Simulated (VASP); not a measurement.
S: single point with PBE

Crystal: S.

```
S
1.0
     3.29908    0.00000    0.00000
    -1.64954    2.85708    0.00000
     0.00000    0.00000    3.50244
S
2
Direct
  0.33333 0.66667 0.25000
  0.66667 0.33333 0.75000
```

- Program: VASP 6.6.1
- Task: single point
- Functional: PBE
- Potentials or basis: VASP PAW PBE potentials, release 64 (S)
- Cutoff: 520 eV
- k mesh: 15 × 15 × 8
- Occupations: fermi-dirac, width 0.08 eV
- Spin: no spin polarisation
- Dipole correction: no
- Further INCAR settings: ALGO = Normal; EDIFF = 1e-06; NBANDS = 13

The pressure is 2.2 GPa. The band gap on the k mesh is zero (band 6 reaches 8.15 eV, above the bottom of band 7 at 5.85 eV).

Levels at points of the mesh, in eV from the Fermi level:
```tsv
k point	band 4	band 5	band 6	band 7	band 8	band 9
(0.00, 0.00, 0.00)	-2.54	-2.54	0.86	0.86	3.82	4.14
(0.00, 0.00, 0.50)	-0.71	-0.71	-0.71	-0.45	-0.45	8.24
```

Wall time 19 s on 1 thread of Intel(R) Xeon(R) 6975P-C (Granite Rapids), on a shared host, peak memory 0.17 GiB.
